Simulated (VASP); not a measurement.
A run of VASP 6.6.1:

Contents of INCAR:

```
ALGO     = Normal         # electronic algorithm
EDIFF    = 1E-6           # SCF threshold, eV
ENCUT    = 600            # plane-wave cutoff, eV
GGA      = RE             # functional
GGA_COMPAT= False        
ISIF     = 2              # what is computed and relaxed
ISMEAR   = -1             # smearing method
LASPH    = True           # aspherical terms in the spheres
LCHARG   = True           # write CHGCAR
LELF     = True           # ELF
LREAL    = False          # projectors in reciprocal space
LVHAR    = True         
LWAVE    = False          # write WAVECAR
NBANDS   = 10             # bands
NELM     = 120            # most SCF steps
PREC     = Accurate       # precision mode
SIGMA    = 0.1            # smearing width, eV
```

Contents of KPOINTS:

```
k-points
0
Gamma
  8 8 11
```

The input POSCAR:

```
Mg
1.0
    5.0807607706      0.0000000000      0.0000000000
   -2.5403803853      4.4000678979      0.0000000000
    0.0000000000      0.0000000000      3.0818374852
Mg
3
Direct
    1.0000000000      1.0000000000      0.0000000000
    0.3333333333      0.6666666667      0.5000000000
    0.6666666667      0.3333333333      0.5000000000
```

Potentials or basis: VASP PAW PBE potentials, release 64 (Mg).

The run is started by

```console
$ cat potpaw_PBE.64/Mg/POTCAR > POTCAR
$ mpirun -np 1 vasp_std > vasp.out
```

Hardware: 1 thread of Intel(R) Xeon(R) Platinum 8375C CPU @ 2.90GHz (Ice Lake), on a shared host.

Question: Estimate the wall time of this run.

Answer: Wall time 51 s on 1 thread of Intel(R) Xeon(R) Platinum 8375C CPU @ 2.90GHz (Ice Lake), on a shared host, peak memory 0.22 GiB. Counts: scf iterations 10, k points 60.
